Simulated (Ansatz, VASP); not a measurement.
# Two plane-wave programs on Ca3SbP

INCAR

```
SYSTEM = Ca3SbP
  PREC = Accurate
  ENCUT = 520
  EDIFF = 1E-6
  ISMEAR = 0
  SIGMA = 0.05
  LREAL = .False.
  LASPH = .True.
  NELM = 60
  ALGO = Normal
  ISIF = 2
  LWAVE = .False.
  LCHARG = .False.
  GGA = CA
  NBANDS = 28
```

Contents of KPOINTS:

```
regular mesh
0
Gamma
  6 6 6
  0 0 0
```

POSCAR

```
Ca3SbP
1.0
    5.3393199531      0.0000000000      0.0000000000
    0.0000000000      5.3393199531      0.0000000000
    0.0000000000      0.0000000000      5.3393199531
Ca Sb P
3 1 1
Direct
   -0.0028706930      0.5000000000      0.5000000000
    0.4885749495      0.0000000000      0.5000000000
    0.4885749495      0.5000000000      0.0000000000
    0.0087763672      0.0000000000      0.0000000000
    0.4987805006      0.5000000000      0.5000000000
```

Input for Ansatz:

```yaml
crystal:
  lattice:
    - [5.3393199531, 0.0, 0.0]
    - [0.0, 5.3393199531, 0.0]
    - [0.0, 0.0, 5.3393199531]
  atoms:
    - { symbol: Ca, position: [-0.002870693, 0.5, 0.5] }
    - { symbol: Ca, position: [0.4885749495, 0.0, 0.5] }
    - { symbol: Ca, position: [0.4885749495, 0.5, 0.0] }
    - { symbol: Sb, position: [0.0087763672, 0.0, 0.0] }
    - { symbol: P, position: [0.4987805006, 0.5, 0.5] }
basis:
  ecutwfc: 420
kpoints:
  mp_grid: { grid: [6, 6, 6] }
hamiltonian:
  xc: lda
scf:
  occupations: { method: gaussian, width: 0.05 }
output:
  forces: true
  stress: true
  eigenvalues: true
```

Change from the starting cell: mode 1 frozen in at -0.060 Å, equal normal strain along x, y and z +0.0167.

Alike in both runs: task single point; functional LDA; k mesh 6 × 6 × 6; occupations gaussian, width 0.05 eV; no spin polarisation.

```csv
,VASP,Ansatz
version,VASP 6.6.1,Ansatz 0.2.0
potentials or method,"VASP PAW LDA potentials, release 64 (Ca_sv, Sb, P), cutoff 520 eV","scalar-relativistic, plane waves, PAW"
valence electrons in the cell,40,50
```

```csv
,VASP,Ansatz,Ansatz less VASP
gap on the k mesh at the Fermi level (eV),0.57,0.58,+0.010
least direct gap on the mesh (eV),0.57,0.58,+0.010
pressure (GPa),-1.8,-2.0,-0.13
"traceless stress, the component that is largest in VASP (GPa)",0.06,0.06,0.000
rms of the force components (eV/Å),0.013,0.014,+0.0008
```

LDA's correlation is that of Perdew and Zunger in VASP and of Perdew and Wang (1992) in Ansatz. Atom by atom the forces differ by 0.001 eV/Å (rms over components). VASP's potentials hold 40 valence electrons a cell and Ansatz's 50, so a difference there can come from the potentials and not from the codes.

Neither program's run includes spin-orbit coupling.
